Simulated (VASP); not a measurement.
Wanted: the native input for a VASP 6.6.1 run.

| Quantity | Value |
| --- | --- |
| Task | single point |
| Functional | PBEsol |
| Potentials or basis | VASP PAW PBE potentials, release 64 (Co, Si) |
| Cutoff | 520 eV |
| k mesh | 10 × 10 × 12 |
| Occupations | gaussian, width 0.05 eV |
| Spin | collinear spin |
| Starting moments | [0.05, 0.0, 0.0] μB |
| Dipole correction | no |
| Further INCAR settings | ALGO = Normal; EDIFF = 1e-07; NBANDS = 20 |

The structure of CoSi2 lies in POSCAR:

```
CoSi2
1.0
    4.0876997525      0.0000000000      0.0000000000
   -2.0438498763      3.5400518287      0.0000000000
    0.0000000000      0.0000000000      2.4625209430
Co Si
1 2
Direct
    0.0000000000      0.0000000000      0.0000000000
    0.3333333333      0.6666666667      0.5000000000
    0.6666666667      0.3333333333      0.5000000000
```

These files were run (other wordings do the same):

INCAR

```
SYSTEM = CoSi2
PREC = Accurate
ENCUT = 520
EDIFF = 1E-7
ISMEAR = 0
SIGMA = 0.05
LREAL = .False.
LASPH = .True.
NELM = 150
ALGO = Normal
ISIF = 2
LWAVE = .False.
LCHARG = .False.
ISPIN = 2
MAGMOM = 0.05 0 0
LORBIT = 11
LMAXMIX = 4
GGA = PS
NBANDS = 20
```

KPOINTS

```
regular mesh
0
Gamma
  10 10 12
  0 0 0
```

Potentials or basis: VASP PAW PBE potentials, release 64 (Co, Si).

Launch:

```console
$ cat potpaw_PBE.64/Co/POTCAR potpaw_PBE.64/Si/POTCAR > POTCAR
$ mpirun -np 1 vasp_std > vasp.out
```

It gave:

```
Pressure                                              : 3.5 GPa
Net moment                                            : 0.00 μB per cell
Valence electrons inside the program's atomic spheres : Co 8.30; Si 1.65
```

Caveat: the cell stands under pressure; the PAW data sets were made with another functional, which shifts forces and pressure a little.

Wall time 3.9 min on 1 thread of Intel Xeon 8259CL (shared host), peak memory 0.23 GiB.
